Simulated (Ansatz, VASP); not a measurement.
**CuI in VASP and in Ansatz**

```xyz
2
Lattice="0.0000 3.0695 3.0695 3.0695 0.0000 3.0695 3.0695 3.0695 0.0000" Properties=species:S:1:pos:R:3 pbc="T T T"
Cu    1.5348    1.5348    1.5348
I     0.0000    0.0000    0.0000
```

Alike in both runs: task single point; functional PBE; k mesh 6 × 6 × 6; no spin polarisation.

|  | VASP | Ansatz |
| --- | --- | --- |
| version | VASP 6.6.1 | Ansatz 0.2.0 |
| potentials or method | VASP PAW PBE potentials, release 64 (Cu, I) | plane waves, PAW |
| plane-wave cutoff (eV) | 520 | 420 |
| occupations | gaussian, width 0.01 eV | fixed |
| valence electrons in the cell | 18 | 36 |

```csv
,VASP,Ansatz,Ansatz less VASP
gap on the k mesh at the Fermi level (eV),1.05,1.03,-0.022
pressure (GPa),-0.7,-1.0,-0.38
```

VASP's potentials hold 18 valence electrons a cell and Ansatz's 36, so a difference there can come from the potentials and not from the codes.

Spin-orbit coupling is off throughout.
